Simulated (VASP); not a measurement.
# MgO (Fm-3m) in VASP: single point with LDA

Aim: the single point of MgO with LDA.

Program: VASP 6.6.1. These are calculated values, not measurements. Logs are shortened: lines on timing, memory, paths and dates and some standing lists are left out, and cuts for length are marked.

## Step 1: The cell of the first run

Symmetry: Fm-3m, No. 225, cubic system. Conventional cell: a = 4.212 Å, b = 4.212 Å, c = 4.212 Å, α = 90.00°, β = 90.00°, γ = 90.00°. Within 2.8 Å of Mg (site symmetry m-3m) lie 6 O at 2.11 Å. Within 2.8 Å of O (site symmetry m-3m) lie 6 Mg at 2.11 Å.

## Step 2: Single point, LDA

Contents of INCAR:

```
SYSTEM = MgO
PREC = Accurate
ENCUT = 750
EDIFF = 1E-6
ISMEAR = -1
SIGMA = 0.02
LREAL = .False.
LASPH = .True.
NELM = 120
ALGO = Normal
ISIF = 2
LWAVE = .False.
LCHARG = .False.
NBANDS = 15
GGA_COMPAT = .False.
```

Contents of KPOINTS:

```
Automatic mesh
0
Gamma
  8 8 8
  0 0 0
```

Contents of POSCAR:

```
MgO
1.0
    0.0000000000      2.1061000000      2.1061000000
    2.1061000000      0.0000000000      2.1061000000
    2.1061000000      2.1061000000      0.0000000000
Mg O
1 1
Direct
    0.0000000000      0.0000000000      0.0000000000
    0.5000000000      0.5000000000      0.5000000000
```

Potentials or basis: VASP PAW LDA potentials, release 64 (Mg_sv, O).

On the command line:

```
$ cat potpaw_LDA.64/Mg_sv/POTCAR potpaw_LDA.64/O/POTCAR > POTCAR
$ mpirun -np 1 vasp_std > vasp.out
```

OUTCAR:

```text
SYSTEM = MgO
   PREC = Accurate
   ENCUT = 750
   EDIFF = 1E-6
   ISMEAR = -1
   LREAL = .False.
   LASPH = .True.
   NELM = 120
   ISIF = 2

 ion  position               nearest neighbor table
   1  0.000  0.000  0.000-   2 2.11   2 2.11   2 2.11   2 2.11   2 2.11   2 2.11
   2  0.500  0.500  0.500-   1 2.11   1 2.11   1 2.11   1 2.11   1 2.11   1 2.11

  LATTYP: Found a face centered cubic cell.
 ALAT       =     4.2122000000

  Lattice vectors:

 A1 = (   0.0000000000,   2.1061000000,   2.1061000000)
 A2 = (   2.1061000000,   0.0000000000,   2.1061000000)
 A3 = (   2.1061000000,   2.1061000000,   0.0000000000)

Analysis of symmetry for initial positions (statically):
=====================================================================
 Subroutine PRICEL returns:
 Original cell was already a primitive cell.

 Routine SETGRP: Setting up the symmetry group for a
 face centered cubic supercell.

 Subroutine GETGRP returns: Found 48 space group operations
 (whereof 48 operations were pure point group operations)
 out of a pool of 48 trial point group operations.

The static configuration has the point symmetry O_h .

Analysis of symmetry for dynamics (positions and initial velocities):
=====================================================================
 Subroutine PRICEL returns:
 Original cell was already a primitive cell.

 Routine SETGRP: Setting up the symmetry group for a
 face centered cubic supercell.

 Subroutine GETGRP returns: Found 48 space group operations
 (whereof 48 operations were pure point group operations)
 out of a pool of 48 trial point group operations.

The dynamic configuration has the point symmetry O_h .

 Subroutine INISYM returns: Found 48 space group operations
 (whereof 48 operations are pure point group operations),
 and found     1 'primitive' translations

----------------------------------------------------------------------------------------

                                     Primitive cell

  volume of cell :      18.6839

  direct lattice vectors                    reciprocal lattice vectors
     0.000000000  2.106100000  2.106100000    -0.237405631  0.237405631  0.237405631
     2.106100000  0.000000000  2.106100000     0.237405631 -0.237405631  0.237405631
     2.106100000  2.106100000  0.000000000     0.237405631  0.237405631 -0.237405631

  length of vectors
     2.978475184  2.978475184  2.978475184     0.411198615  0.411198615  0.411198615

  position of ions in fractional coordinates (direct lattice)
     0.000000000  0.000000000  0.000000000
     0.500000000  0.500000000  0.500000000

  ion indices of the primitive-cell ions
   primitive index   ion index
                 1           1
                 2           2

----------------------------------------------------------------------------------------

 KPOINTS: Automatic mesh

Automatic generation of k-mesh.
 Grid dimensions read from file:
 generate k-points for:    8    8    8

 Generating k-lattice:

  Cartesian coordinates                     Fractional coordinates (reciprocal lattice)
    -0.029675704  0.029675704  0.029675704     0.125000000  0.000000000  0.000000000
     0.029675704 -0.029675704  0.029675704     0.000000000  0.125000000  0.000000000
     0.029675704  0.029675704 -0.029675704     0.000000000  0.000000000  0.125000000

  Length of vectors
     0.051399827  0.051399827  0.051399827

  Shift w.r.t. Gamma in fractional coordinates (k-lattice)
     0.000000000  0.000000000  0.000000000

 Subroutine IBZKPT returns following result:
 ===========================================

 Found     29 irreducible k-points:

 Following reciprocal coordinates:
            Coordinates               Weight
  0.000000  0.000000  0.000000      1.000000
  0.125000  0.000000  0.000000      8.000000
  0.250000  0.000000  0.000000      8.000000
  0.375000  0.000000  0.000000      8.000000
  0.500000  0.000000  0.000000      4.000000
  0.125000  0.125000  0.000000      6.000000
[... 16 lines left out ...]
  0.500000  0.250000  0.125000     48.000000
 -0.375000  0.250000  0.125000     24.000000
 [... further k-points ...]
   k-points           NKPTS =     29   k-points in BZ     NKDIM =     29   number of bands    NBANDS=     15
   number of dos      NEDOS =    301   number of ions     NIONS =      2
   total plane-waves  NPLWV =  21952
   dimension x,y,z NGX =    28 NGY =   28 NGZ =   28
   dimension x,y,z NGXF=    56 NGYF=   56 NGZF=   56
   ions per type =               1   1
   NGX,Y,Z   is equivalent  to a cutoff of  15.63, 15.63, 15.63 a.u.
   NGXF,Y,Z  is equivalent  to a cutoff of  31.26, 31.26, 31.26 a.u.
 SYSTEM =  MgO
   PREC   = accura    normal or accurate (medium, high low for compatibility)
   ISTART =      0    job   : 0-new  1-cont  2-samecut
   ICHARG =      2    charge: 1-file 2-atom 10-const
   ISPIN  =      1    spin polarized calculation?
   LNONCOLLINEAR =      F non collinear calculations
   LSORBIT =      F    spin-orbit coupling
   LASPH  =      T    aspherical Exc in radial PAW
   ENCUT  =  750.0 eV  55.12 Ry    7.42 a.u.   6.65  6.65  6.65*2*pi/ulx,y,z
   NELM   =    120;   NELMIN=  2; NELMDL= -5     # of ELM steps
   EDIFF  = 0.1E-05   stopping-criterion for ELM
   LREAL  =      F    real-space projection
   EDIFFG = 0.1E-04   stopping-criterion for IOM
   NSW    =      0    number of steps for IOM
   IBRION =     -1    ionic relax: 0-MD 1-quasi-New 2-CG
   NFREE  =      0    steps in history (QN), initial steepest desc. (CG)
   ISIF   =      2    stress and relaxation
   ISYM   =      2    0-nonsym 1-usesym 2-fastsym
   POTIM  = 0.5000    time-step for ionic-motion
   TEBEG  =    0.0;   TEEND  =   0.0 temperature during run
   PSTRESS=    0.0 pullay stress
   NELECT =      16.0000    total number of electrons
   NUPDOWN=      -1.0000    fix difference up-down
   EMIN   =  10.00;   EMAX   =-10.00  energy-range for DOS
   EFERMI =   0.00;   METHOD = LEGACY
   ISMEAR =    -1;   SIGMA  =   0.02  broadening in eV -4-tet -1-fermi 0-gaus
   EFERMI_NEDOS =   21; number of points for ismear=-14 and -15
   IALGO  =     38    algorithm
   IMIX   =      4    mixing-type and parameters
     AMIX     =   0.40;   BMIX     =  1.00
     AMIX_MAG =   1.60;   BMIX_MAG =  1.00
  volume/ion in A,a.u.               =       9.34        63.04
  Fermi-wavevector in a.u.,A,eV,Ry     =   1.554626  2.937817 32.883390  2.416861
  Thomas-Fermi vector in A             =   2.658685
   LORBIT       =      0    0 simple, 1 ext, 2 COOP (PROOUT), +10 PAW based schemes
   GGA     = CA    functional components
   LHFCALC =     F    Hartree Fock is set to
   AEXX    =    0.0000 exact exchange contribution
   IVDW    =     0    specifies the selected vdW correction
   LEPSILON=     F    determine dielectric tensor
   LRPA    =     F    only Hartree local field effects (RPA)
 non-spin polarized calculation
  energy-cutoff  :      750.00
  volume of cell :       18.68
 maximum number of plane-waves:       893
   NGX = 13   NGY = 13   NGZ = 13

 number of electron      15.9999995 magnetization

 Free energy of the ion-electron system (eV)
  ---------------------------------------------------
  ext. energy  EPLUGINS =         0.00000000
  ---------------------------------------------------
  free energy    TOTEN  =       -13.22643550 eV

  energy without entropy =      -13.22643550  energy(sigma->0) =      -13.22643550

 E-fermi :   3.1833     XC(G=0): -11.9326

 val. band max:        2.5803775434   @ k =   0.0000   0.0000   0.0000
 cond. band min:       7.2504492158   @ k =   0.0000   0.0000   0.0000
 fundamental gap:      4.6700716724
 Fermi energy:         3.1832962149

 k-point     1 :       0.0000    0.0000    0.0000
  band No.  band energies     occupation
      1     -68.7563      2.00000
      2     -36.2209      2.00000
      3     -36.2209      2.00000
      4     -36.2209      2.00000
      5     -14.4035      2.00000
      6       2.5804      2.00000
      7       2.5804      2.00000
      8       2.5804      2.00000
      9       7.2504      0.00000
     10      18.1093      0.00000
     11      18.1093      0.00000
     12      18.1093      0.00000
     13      22.1358      0.00000
     14      23.7711      0.00000
     15      23.7711      0.00000

 k-point     2 :       0.1250    0.0000    0.0000
  band No.  band energies     occupation
      1     -68.7549      2.00000
      2     -36.2344      2.00000
      3     -36.2222      2.00000
      4     -36.2222      2.00000
      5     -14.2290      2.00000
      6       1.6170      2.00000
      7       2.4749      2.00000
      8       2.4749      2.00000
      9       8.1554      0.00000
     10      16.4605      0.00000
     11      18.4668      0.00000
     12      18.4668      0.00000
     13      22.7841      0.00000
     14      22.7841      0.00000
     15      24.2363      0.00000

 k-point     3 :       0.2500    0.0000    0.0000
  band No.  band energies     occupation
      1     -68.7514      2.00000
      2     -36.2662      2.00000
      3     -36.2255      2.00000
      4     -36.2255      2.00000
      5     -13.7747      2.00000
      6      -0.1091      2.00000
      7       2.2318      2.00000
      8       2.2318      2.00000
      9       9.5692      0.00000
     10      14.9392      0.00000
     11      18.9496      0.00000
     12      18.9496      0.00000
     13      22.3935      0.00000
     14      22.3935      0.00000
     15      24.2783      0.00000

 k-point     4 :       0.3750    0.0000    0.0000
  band No.  band energies     occupation
      1     -68.7478      2.00000
      2     -36.2981      2.00000
      3     -36.2286      2.00000
      4     -36.2286      2.00000
      5     -13.2604      2.00000
      6      -1.5448      2.00000
      7       2.0034      2.00000
      8       2.0034      2.00000
      9      10.2408      0.00000
     10      14.7627      0.00000
     11      18.7624      0.00000
     12      18.7624      0.00000
     13      23.5093      0.00000
     14      23.6985      0.00000
     15      23.6985      0.00000
[... 307 lines left out ...]
 k-point    22 :       0.3750    0.2500    0.1250
  band No.  band energies     occupation
      1     -68.7487      2.00000
      2     -36.2724      2.00000
      3     -36.2413      2.00000
      4     -36.2302      2.00000
      5     -13.4571      2.00000
      6      -0.4692      2.00000
      7       1.4099      2.00000
      8       1.9534      2.00000
      9      10.9592      0.00000
     10      13.8518      0.00000
     11      17.3796      0.00000
     12      19.8191      0.00000
     13      20.4072      0.00000
     14      24.6990      0.00000
     15      28.0415      0.00000

 k-point    23 :       0.5000    0.2500    0.1250
  band No.  band energies     occupation
      1     -68.7460      2.00000
      2     -36.2895      2.00000
      3     -36.2498      2.00000
      4     -36.2347      2.00000
      5     -13.0581      2.00000
      6      -1.1765      2.00000
      7       0.8271      2.00000
      8       1.6964      2.00000
      9      11.9242      0.00000
     10      14.0372      0.00000
     11      16.2315      0.00000
     12      19.4192      0.00000
     13      21.9719      0.00000
     14      24.6716      0.00000
     15      28.2542      0.00000

 k-point    24 :      -0.3750    0.2500    0.1250
  band No.  band energies     occupation
      1     -68.7449      2.00000
      2     -36.2967      2.00000
      3     -36.2520      2.00000
      4     -36.2375      2.00000
      5     -12.8802      2.00000
      6      -1.4796      2.00000
      7       0.6178      2.00000
      8       1.5752      2.00000
      9      12.0854      0.00000
     10      14.5862      0.00000
     11      15.8059      0.00000
     12      19.1771      0.00000
     13      22.8356      0.00000
     14      24.3258      0.00000
     15      28.3906      0.00000

 [... further k-points ...]
[... 5 lines left out ...]
  --------------------------------------------------------------------------------------
  -------------------------------------------------------------------------------------
  Total       -0.7118608     -0.7118608     -0.7118608      0.0000000      0.0000000     -0.0000000
  in kB      -61.0433970    -61.0433970    -61.0433970      0.0000000      0.0000000     -0.0000000
  external PRESSURE =     -61.0433970 kB  Pullay stress =       0.0000000 kB

 VOLUME and BASIS-vectors are now :
 -----------------------------------------------------------------------------
  energy-cutoff  :      750.00
  volume of cell :       18.68
      direct lattice vectors                 reciprocal lattice vectors
     0.000000000  2.106100000  2.106100000    -0.237405631  0.237405631  0.237405631
     2.106100000  0.000000000  2.106100000     0.237405631 -0.237405631  0.237405631
     2.106100000  2.106100000  0.000000000     0.237405631  0.237405631 -0.237405631

 POSITION                                       TOTAL-FORCE (eV/Angst)
 -----------------------------------------------------------------------------------
      0.00000      0.00000      0.00000         0.000000     -0.000000     -0.000000
      2.10610      2.10610      2.10610        -0.000000      0.000000      0.000000
 -----------------------------------------------------------------------------------
    total drift:                                0.000000      0.000000      0.000000

  FREE ENERGIE OF THE ION-ELECTRON SYSTEM (eV)
  ---------------------------------------------------
  free  energy   TOTEN  =       -13.2264354997 eV

  energy  without entropy=      -13.2264354997  energy(sigma->0) =      -13.22643550
```

It took 7.7 s on 1 thread of AMD EPYC 9R45 (Zen 5), shared host; peak memory 0.11 GiB.

Results:

| Quantity | Value |
| --- | --- |
| Free energy | -13.2264 eV |
| Pressure | -6.1 GPa |
| Band gap on the k mesh | 4.67 eV |

Caveat: the cell stands under tension. LDA gaps usually lie below the measured ones, often by a third to a half.
